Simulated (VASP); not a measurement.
# InO in VASP: further runs

The runs below take InO through single point, with PBE.

Program: VASP 6.6.1. These are calculated values, not measurements. Logs are shortened: lines on timing, memory, paths and dates and some standing lists are left out, and cuts for length are marked.

## 1. The cell of the first run

The cell holds a slab with vacuum, 4 atoms: a = 3.454 Å, b = 3.454 Å, c = 15.480 Å, α = 90.00°, β = 90.00°, γ = 120.00°.

## 2. Single point, PBE (strain +0.000 along x and y, -0.025 along z)

Contents of INCAR:

```
ALGO = Normal
EDIFF = 1E-6
ENCUT = 520
GGA = PE
ISIF = 2
ISMEAR = 0
LASPH = T
LCHARG = F
LREAL = F
LWAVE = F
NBANDS = 27
NELM = 80
PREC = Accurate
SIGMA = 0.03
```

Contents of KPOINTS:

```
k-points
0
Gamma
  12 12 2
```

Contents of POSCAR:

```
InO
1.0
    3.4536138013      0.0000000000      0.0000000000
   -1.7268069007      2.9909172868      0.0000000000
    0.0000000000      0.0000000000     15.4801725000
In O
2 2
Direct
    0.6666666667      0.3333333333      0.5900210000
    0.6666666667      0.3333333333      0.4099790000
    0.0000000000      0.0000000000      0.6398670000
    0.0000000000      0.0000000000      0.3601330000
```

Potentials or basis: VASP PAW PBE potentials, release 64 (In_d, O).

Command:

```
$ cat potpaw_PBE.64/In_d/POTCAR potpaw_PBE.64/O/POTCAR > POTCAR
$ mpirun -np 1 vasp_std > vasp.out
```

OUTCAR:

```text
EDIFF = 1E-6
   ENCUT = 520
   GGA = PE
   ISIF = 2
   ISMEAR = 0
   LASPH = T
   LREAL = F
   NELM = 80
   PREC = Accurate

 ion  position               nearest neighbor table
   1  0.667  0.333  0.590-   3 2.14   3 2.14   3 2.14   2 2.79
   2  0.667  0.333  0.410-   4 2.14   4 2.14   4 2.14   1 2.79
   3  0.000  0.000  0.640-   1 2.14   1 2.14   1 2.14
   4  0.000  0.000  0.360-   2 2.14   2 2.14   2 2.14

  LATTYP: Found a hexagonal cell.
 ALAT       =     3.4536138013
 C/A-ratio  =     4.4823113963

  Lattice vectors:

 A1 = (   3.4536138013,   0.0000000000,   0.0000000000)
 A2 = (  -1.7268069007,   2.9909172868,   0.0000000000)
 A3 = (   0.0000000000,   0.0000000000,  15.4801725000)

Analysis of symmetry for initial positions (statically):
=====================================================================
 Subroutine PRICEL returns:
 Original cell was already a primitive cell.

 Routine SETGRP: Setting up the symmetry group for a
 hexagonal supercell.

 Subroutine GETGRP returns: Found 12 space group operations
 (whereof 12 operations were pure point group operations)
 out of a pool of 24 trial point group operations.

The static configuration has the point symmetry D_3h.

Analysis of symmetry for dynamics (positions and initial velocities):
=====================================================================
 Subroutine PRICEL returns:
 Original cell was already a primitive cell.

 Routine SETGRP: Setting up the symmetry group for a
 hexagonal supercell.

 Subroutine GETGRP returns: Found 12 space group operations
 (whereof 12 operations were pure point group operations)
 out of a pool of 24 trial point group operations.

The dynamic configuration has the point symmetry D_3h.

 Subroutine INISYM returns: Found 12 space group operations
 (whereof 12 operations are pure point group operations),
 and found     1 'primitive' translations

----------------------------------------------------------------------------------------

                                     Primitive cell

  volume of cell :     159.9020

  direct lattice vectors                    reciprocal lattice vectors
     3.453613801  0.000000000  0.000000000     0.289551773  0.167172794  0.000000000
[... 81 lines left out ...]
   PREC   = accura    normal or accurate (medium, high low for compatibility)
   ISTART =      0    job   : 0-new  1-cont  2-samecut
   ICHARG =      2    charge: 1-file 2-atom 10-const
   ISPIN  =      1    spin polarized calculation?
   LNONCOLLINEAR =      F non collinear calculations
   LSORBIT =      F    spin-orbit coupling
   LASPH  =      T    aspherical Exc in radial PAW
   ENCUT  =  520.0 eV  38.22 Ry    6.18 a.u.   6.42  6.42 28.78*2*pi/ulx,y,z
   NELM   =     80;   NELMIN=  2; NELMDL= -5     # of ELM steps
   EDIFF  = 0.1E-05   stopping-criterion for ELM
   LREAL  =      F    real-space projection
   EDIFFG = 0.1E-04   stopping-criterion for IOM
   NSW    =      0    number of steps for IOM
   IBRION =     -1    ionic relax: 0-MD 1-quasi-New 2-CG
   NFREE  =      0    steps in history (QN), initial steepest desc. (CG)
   ISIF   =      2    stress and relaxation
   ISYM   =      2    0-nonsym 1-usesym 2-fastsym
   POTIM  = 0.5000    time-step for ionic-motion
   TEBEG  =    0.0;   TEEND  =   0.0 temperature during run
   PSTRESS=    0.0 pullay stress
   NELECT =      38.0000    total number of electrons
   NUPDOWN=      -1.0000    fix difference up-down
   EMIN   =  10.00;   EMAX   =-10.00  energy-range for DOS
   EFERMI =   0.00;   METHOD = LEGACY
   ISMEAR =     0;   SIGMA  =   0.03  broadening in eV -4-tet -1-fermi 0-gaus
   EFERMI_NEDOS =   21; number of points for ismear=-14 and -15
   IALGO  =     38    algorithm
   IMIX   =      4    mixing-type and parameters
     AMIX     =   0.40;   BMIX     =  1.00
     AMIX_MAG =   1.60;   BMIX_MAG =  1.00
  volume/ion in A,a.u.               =      39.98       269.77
  Fermi-wavevector in a.u.,A,eV,Ry     =   1.014031  1.916241 13.990320  1.028260
  Thomas-Fermi vector in A             =   2.147235
   LORBIT       =      0    0 simple, 1 ext, 2 COOP (PROOUT), +10 PAW based schemes
   GGA     = PE    functional components
   LHFCALC =     F    Hartree Fock is set to
   AEXX    =    0.0000 exact exchange contribution
   IVDW    =     0    specifies the selected vdW correction
   LEPSILON=     F    determine dielectric tensor
   LRPA    =     F    only Hartree local field effects (RPA)
 non-spin polarized calculation
 Gauss-broadening in eV      SIGMA  =   0.03
  energy-cutoff  :      520.00
  volume of cell :      159.90
 maximum number of plane-waves:      4355
 NGX is ok and might be reduce to    28
   NGX = 13   NGY = 13   NGZ = 57

 number of electron      38.0000001 magnetization

 Free energy of the ion-electron system (eV)
  ---------------------------------------------------
  ext. energy  EPLUGINS =         0.00000000
  ---------------------------------------------------
  free energy    TOTEN  =       -19.40874417 eV

  energy without entropy =      -19.40874417  energy(sigma->0) =      -19.40874417

 E-fermi :  -1.3463     XC(G=0):  -4.9754

 val. band max:       -1.5236991148   @ k =   0.3333   0.3333   0.5000
 cond. band min:      -1.0801007098   @ k =   0.0000   0.0000   0.5000
 fundamental gap:      0.4435984049
 Fermi energy:        -1.3462526088

 k-point     1 :       0.0000    0.0000    0.0000
  band No.  band energies     occupation
      1     -19.1816      2.00000
      2     -19.1572      2.00000
      3     -15.0386      2.00000
      4     -15.0386      2.00000
      5     -15.0196      2.00000
      6     -14.9834      2.00000
[... 709 lines left out ...]
     26       6.9296      0.00000
     27       7.4488      0.00000

 [... further k-points ...]
[... 5 lines left out ...]
  --------------------------------------------------------------------------------------
  -------------------------------------------------------------------------------------
  Total        0.2943171      0.2943171      1.1885429     -0.0000000      0.0000000      0.0000000
  in kB        2.9489820      2.9489820     11.9088953     -0.0000000      0.0000000      0.0000000
  external PRESSURE =       5.9356197 kB  Pullay stress =       0.0000000 kB

 VOLUME and BASIS-vectors are now :
 -----------------------------------------------------------------------------
  energy-cutoff  :      520.00
  volume of cell :      159.90
      direct lattice vectors                 reciprocal lattice vectors
     3.453613801  0.000000000  0.000000000     0.289551773  0.167172794  0.000000000
    -1.726806901  2.990917287  0.000000000     0.000000000  0.334345588  0.000000000
     0.000000000  0.000000000 15.480172500     0.000000000  0.000000000  0.064598763

 POSITION                                       TOTAL-FORCE (eV/Angst)
 -----------------------------------------------------------------------------------
      1.72681      0.99697      9.13363         0.000000      0.000000      0.205403
      1.72681      0.99697      6.34655         0.000000      0.000000     -0.205403
      0.00000      0.00000      9.90525        -0.000000     -0.000000      0.156277
      0.00000      0.00000      5.57492        -0.000000     -0.000000     -0.156277
 -----------------------------------------------------------------------------------
    total drift:                                0.000000     -0.000000      0.000000

  FREE ENERGIE OF THE ION-ELECTRON SYSTEM (eV)
  ---------------------------------------------------
  free  energy   TOTEN  =       -19.4087441688 eV

  energy  without entropy=      -19.4087441688  energy(sigma->0) =      -19.40874417
```

OSZICAR:

```text
N       E                     dE             d eps       ncg     rms          rms(c)
DAV:   1     0.401593640830E+03    0.40159E+03   -0.18061E+04  2060   0.145E+03
DAV:   2     0.420184998375E+02   -0.35958E+03   -0.34557E+03  2249   0.385E+02
DAV:   3    -0.207573464476E+02   -0.62776E+02   -0.61643E+02  2624   0.175E+02
[... 13 lines left out ...]
DAV:  17    -0.194087038680E+02   -0.35785E-04   -0.74778E-06  2763   0.266E-02    0.556E-03
DAV:  18    -0.194087383503E+02   -0.34482E-04   -0.14496E-06  1751   0.675E-03    0.129E-03
DAV:  19    -0.194087425056E+02   -0.41553E-05   -0.15517E-07  1763   0.335E-03    0.848E-04
DAV:  20    -0.194087438487E+02   -0.13431E-05   -0.46054E-08  1612   0.190E-03    0.305E-04
DAV:  21    -0.194087441688E+02   -0.32013E-06   -0.26491E-08  1643   0.167E-03
   1 F= -.19408744E+02 E0= -.19408744E+02  d E =-.150084E-18
```

stdout:

```text
POSCAR found type information on POSCAR InO
 POSCAR found :  2 types and       4 ions
 scaLAPACK will be used
 LDA part: xc-table for (Slater+PW92), standard interpolation
 POSCAR, INCAR and KPOINTS ok, starting setup
 FFT: planning ... GRIDC
 FFT: planning ... GRID_SOFT
 FFT: planning ... GRID
 WAVECAR not read
 entering main loop
```

It took 2.5 min on 1 thread of Intel Xeon 6975P-C (Granite Rapids), shared host; peak memory 0.36 GiB.

Results:

* Free energy: -19.4087 eV
* Largest force: 0.205 eV/Å
* Band gap on the k mesh: 0.44 eV, indirect (least direct gap 1.13 eV)

Forces in eV/Å, atoms in the order of the input:
```
In   0.000  0.000  0.205
In   0.000  0.000 -0.205
O    0.000  0.000  0.156
O    0.000  0.000 -0.156
```

Levels at points of the mesh, in eV from the valence-band top:
```tsv
k point	band 15	band 16	band 17	band 18	band 19	band 20	band 21	band 22	band 23	band 24
(0.00, 0.00, 0.00)	-1.69	-1.69	-1.65	-1.65	-0.69	0.44	3.39	6.14	6.24	8.29
(0.50, 0.00, 0.00)	-2.61	-2.58	-2.48	-1.89	-0.20	2.36	4.33	5.64	6.91	8.27
(0.00, 0.00, 0.50)	-1.69	-1.69	-1.65	-1.65	-0.69	0.44	3.39	5.92	6.66	7.51
(0.50, 0.00, 0.50)	-2.61	-2.58	-2.48	-1.89	-0.20	2.36	4.33	5.64	6.91	8.27
```

Caveat: the cell differs from its parent crystal (strain +0.000 along x and y, -0.025 along z); spin-orbit coupling is left out, which moves the levels of the heavy elements.

## 3. Single point, PBE (strain -0.025 along x and y, +0.025 along z)

Contents of INCAR:

```
SYSTEM = InO
PREC = Accurate
ENCUT = 520
EDIFF = 1E-6
ISMEAR = 0
SIGMA = 0.03
LREAL = .False.
LASPH = .True.
NELM = 100
ALGO = Normal
ISIF = 2
LWAVE = .False.
LCHARG = .False.
GGA = PE
NBANDS = 27
```

Contents of KPOINTS:

```
regular mesh
0
Gamma
  12 12 2
  0 0 0
```

Contents of POSCAR:

```
InO
1.0
    3.3672734563      0.0000000000      0.0000000000
   -1.6836367282      2.9161443546      0.0000000000
    0.0000000000      0.0000000000     16.2740275000
In O
2 2
Direct
    0.6666666667      0.3333333333      0.5900210000
    0.6666666667      0.3333333333      0.4099790000
    0.0000000000      0.0000000000      0.6398670000
    0.0000000000      0.0000000000      0.3601330000
```

Potentials or basis: VASP PAW PBE potentials, release 64 (In_d, O).

Command:

```
$ cat potpaw_PBE.64/In_d/POTCAR potpaw_PBE.64/O/POTCAR > POTCAR
$ mpirun -np 1 vasp_std > vasp.out
```

OUTCAR:

```text
SYSTEM = InO
   PREC = Accurate
   ENCUT = 520
   EDIFF = 1E-6
   ISMEAR = 0
   LREAL = .False.
   LASPH = .True.
   NELM = 100
   ISIF = 2
   GGA = PE

 ion  position               nearest neighbor table
   1  0.667  0.333  0.590-   3 2.11   3 2.11   3 2.11   2 2.93
   2  0.667  0.333  0.410-   4 2.11   4 2.11   4 2.11   1 2.93
   3  0.000  0.000  0.640-   1 2.11   1 2.11   1 2.11
   4  0.000  0.000  0.360-   2 2.11   2 2.11   2 2.11

  LATTYP: Found a hexagonal cell.
 ALAT       =     3.3672734563
 C/A-ratio  =     4.8329984812

  Lattice vectors:

 A1 = (   3.3672734563,   0.0000000000,   0.0000000000)
 A2 = (  -1.6836367282,   2.9161443546,   0.0000000000)
 A3 = (   0.0000000000,   0.0000000000,  16.2740275000)

Analysis of symmetry for initial positions (statically):
=====================================================================
 Subroutine PRICEL returns:
 Original cell was already a primitive cell.

 Routine SETGRP: Setting up the symmetry group for a
 hexagonal supercell.

[... 165 lines left out ...]
  ext. energy  EPLUGINS =         0.00000000
  ---------------------------------------------------
  free energy    TOTEN  =       -19.33976155 eV

  energy without entropy =      -19.33976155  energy(sigma->0) =      -19.33976155

 E-fermi :  -1.2363     XC(G=0):  -4.9088

 val. band max:       -1.3507620221   @ k =   0.3333   0.3333   0.5000
 cond. band min:      -1.1241219382   @ k =   0.0000   0.0000   0.5000
 fundamental gap:      0.2266400838
 Fermi energy:        -1.2362535047

 k-point     1 :       0.0000    0.0000    0.0000
  band No.  band energies     occupation
      1     -19.5290      2.00000
      2     -19.5121      2.00000
      3     -15.1172      2.00000
      4     -15.1172      2.00000
      5     -15.0835      2.00000
      6     -15.0835      2.00000
[... 709 lines left out ...]
     26       7.3977      0.00000
     27       7.4480      0.00000

 [... further k-points ...]
[... 5 lines left out ...]
  --------------------------------------------------------------------------------------
  -------------------------------------------------------------------------------------
  Total        3.0981037      3.0981037     -0.4704037     -0.0000000     -0.0000000      0.0000000
  in kB       31.0616186     31.0616186     -4.7162724     -0.0000000     -0.0000000      0.0000000
  external PRESSURE =      19.1356550 kB  Pullay stress =       0.0000000 kB

 VOLUME and BASIS-vectors are now :
 -----------------------------------------------------------------------------
  energy-cutoff  :      520.00
  volume of cell :      159.80
      direct lattice vectors                 reciprocal lattice vectors
     3.367273456  0.000000000  0.000000000     0.296976178  0.171459276  0.000000000
    -1.683636728  2.916144355  0.000000000     0.000000000  0.342918552  0.000000000
     0.000000000  0.000000000 16.274027500     0.000000000  0.000000000  0.061447604

 POSITION                                       TOTAL-FORCE (eV/Angst)
 -----------------------------------------------------------------------------------
      1.68364      0.97205      9.60202        -0.000000      0.000000     -0.619585
      1.68364      0.97205      6.67201         0.000000      0.000000      0.619585
      0.00000      0.00000     10.41321        -0.000000     -0.000000      0.308883
      0.00000      0.00000      5.86081         0.000000     -0.000000     -0.308883
 -----------------------------------------------------------------------------------
    total drift:                               -0.000001      0.000000      0.000000

  FREE ENERGIE OF THE ION-ELECTRON SYSTEM (eV)
  ---------------------------------------------------
  free  energy   TOTEN  =       -19.3397615489 eV

  energy  without entropy=      -19.3397615487  energy(sigma->0) =      -19.33976155
```

It took 2.1 min on 1 thread of Intel Xeon 6975P-C (Granite Rapids), shared host; peak memory 0.37 GiB.

What came out:

```
Free energy            : -19.3398 eV
Largest force          : 0.620 eV/Å
Band gap on the k mesh : 0.23 eV, indirect (least direct gap 1.24 eV)
```

Forces on the atoms (eV/Å):
```
In   0.000  0.000 -0.620
In   0.000  0.000  0.620
O    0.000  0.000  0.309
O    0.000  0.000 -0.309
```

Levels at points of the mesh, in eV from the valence-band top:
```csv
k point,band 16,band 17,band 18,band 19,band 20,band 21,band 22,band 23
"(0.00, 0.00, 0.00)",-1.93,-1.90,-1.90,-1.02,0.23,3.18,5.97,6.00
"(0.50, 0.00, 0.00)",-2.87,-2.78,-2.37,-0.36,2.17,4.14,5.04,7.07
"(0.00, 0.00, 0.50)",-1.93,-1.90,-1.90,-1.02,0.23,3.18,5.75,6.43
"(0.50, 0.00, 0.50)",-2.87,-2.78,-2.37,-0.36,2.17,4.14,5.04,7.07
```

Caveat: the cell differs from its parent crystal (strain -0.025 along x and y, +0.025 along z); spin-orbit coupling is left out, which moves the levels of the heavy elements.

## 4. Single point, PBE (strain -0.025 along x and y, +0.050 along z)

Contents of INCAR:

```
SYSTEM = InO
ALGO = Normal
EDIFF = 1E-6
ENCUT = 520
GGA = PE
ISIF = 2
ISMEAR = 0
LASPH = .TRUE.
LCHARG = .FALSE.
LREAL = .FALSE.
LWAVE = .FALSE.
NBANDS = 27
NELM = 60
PREC = Accurate
SIGMA = 0.03
```

Contents of KPOINTS:

```
k-points
0
G
  12 12 2
  0 0 0
```

Edit POSCAR of step 3 so:

```diff
@@ -4,3 +4,3 @@
    -1.6836367282      2.9161443546      0.0000000000
-    0.0000000000      0.0000000000     16.2740275000
+    0.0000000000      0.0000000000     16.6709550000
 In O
```

Command:

```
$ cat potpaw_PBE.64/In_d/POTCAR potpaw_PBE.64/O/POTCAR > POTCAR
$ mpirun -np 1 vasp_std > vasp.out
```

It took 2.3 min on 1 thread of Intel Xeon 6975P-C (Granite Rapids), shared host; peak memory 0.37 GiB.

The run converged. Its results:

* Free energy: -19.3175 eV
* Largest force: 0.676 eV/Å
* Band gap on the k mesh: 0.12 eV, indirect (least direct gap 1.20 eV)

Forces in eV/Å, atoms in the order of the input:
```
In   0.000  0.000 -0.676
In   0.000  0.000  0.676
O    0.000  0.000  0.131
O    0.000  0.000 -0.131
```

Levels at points of the mesh, in eV from the valence-band top:
```
           k point  band 15  band 16  band 17  band 18  band 19  band 20  band 21  band 22  band 23  band 24
(0.00, 0.00, 0.00)    -1.97    -1.97    -1.94    -1.94    -1.09     0.12     3.06     5.88     6.01     7.42
(0.50, 0.00, 0.00)    -2.95    -2.88    -2.80    -2.45    -0.39     2.10     3.89     4.80     7.00     8.47
(0.00, 0.00, 0.50)    -1.97    -1.97    -1.94    -1.94    -1.09     0.12     3.06     5.72     6.39     6.85
(0.50, 0.00, 0.50)    -2.95    -2.88    -2.80    -2.45    -0.39     2.10     3.89     4.80     7.00     8.47
```

Caveat: the cell differs from its parent crystal (strain -0.025 along x and y, +0.050 along z); spin-orbit coupling is left out, which moves the levels of the heavy elements.

## 5. Single point, PBE (strain +0.025 along x and y, -0.050 along z)

Contents of INCAR:

```
  ALGO = Normal
  EDIFF = 1E-6
  ENCUT = 520
  GGA = PE
  ISIF = 2
  ISMEAR = 0
  LASPH = T
  LCHARG = F
  LREAL = F
  LWAVE = F
  NBANDS = 27
  NELM = 100
  PREC = Accurate
  SIGMA = 0.03
```

Contents of KPOINTS:

```
k-points
0
Gamma
  12 12 2
```

Contents of POSCAR:

```
InO
1.0
    3.5399541463      0.0000000000      0.0000000000
   -1.7699770732      3.0656902189      0.0000000000
    0.0000000000      0.0000000000     15.0832450000
In O
2 2
Direct
    0.6666666667      0.3333333333      0.5900210000
    0.6666666667      0.3333333333      0.4099790000
    0.0000000000      0.0000000000      0.6398670000
    0.0000000000      0.0000000000      0.3601330000
```

Command:

```
$ cat potpaw_PBE.64/In_d/POTCAR potpaw_PBE.64/O/POTCAR > POTCAR
$ mpirun -np 1 vasp_std > vasp.out
```

Run time: 2 min. Hardware: 1 thread of Intel Xeon 6975P-C (Granite Rapids), shared host; peak memory 0.34 GiB.

Results (log left out):

| Quantity | Value |
| --- | --- |
| Free energy | -19.3148 eV |
| Largest force | 0.903 eV/Å |
| Band gap on the k mesh | 0.44 eV, indirect (least direct gap 0.97 eV) |

Forces on the atoms (eV/Å):
```
In   0.000  0.000  0.903
In   0.000  0.000 -0.903
O    0.000  0.000 -0.090
O    0.000  0.000  0.090
```

Levels at points of the mesh, in eV from the valence-band top:
```csv
k point,band 17,band 18,band 19,band 20,band 21,band 22
"(0.00, 0.00, 0.00)",-1.51,-1.51,-0.53,0.44,3.42,6.20
"(0.50, 0.00, 0.00)",-2.28,-1.57,-0.14,2.42,4.18,5.86
"(0.00, 0.00, 0.50)",-1.51,-1.51,-0.53,0.44,3.42,5.99
"(0.50, 0.00, 0.50)",-2.28,-1.57,-0.14,2.42,4.18,5.86
```

Caveat: the cell differs from its parent crystal (strain +0.025 along x and y, -0.050 along z); spin-orbit coupling is left out, which moves the levels of the heavy elements.

## 6. Summary

| cell | gap on the mesh (eV) | largest force (eV/Å) |
| --- | --- | --- |
| a = 3.454, b = 3.454, c = 15.480 Å, angles 90.0, 90.0, 120.0°, 4 atoms | 0.44 | 0.21 |
| a = 3.367, b = 3.367, c = 16.274 Å, angles 90.0, 90.0, 120.0°, 4 atoms | 0.23 | 0.62 |
| a = 3.367, b = 3.367, c = 16.671 Å, angles 90.0, 90.0, 120.0°, 4 atoms | 0.12 | 0.68 |
| a = 3.540, b = 3.540, c = 15.083 Å, angles 90.0, 90.0, 120.0°, 4 atoms | 0.44 | 0.90 |

Alike in all rows: task single point; level PBE; potentials or basis VASP PAW PBE potentials, release 64 (In_d, O); no spin polarisation; k mesh 12 × 12 × 2; cutoff (eV) 520; smearing gaussian 0.03 eV.

Caveats: spin-orbit coupling is left out, which moves the levels of the heavy elements.

Absolute energies hang on the potentials; compare differences alone.
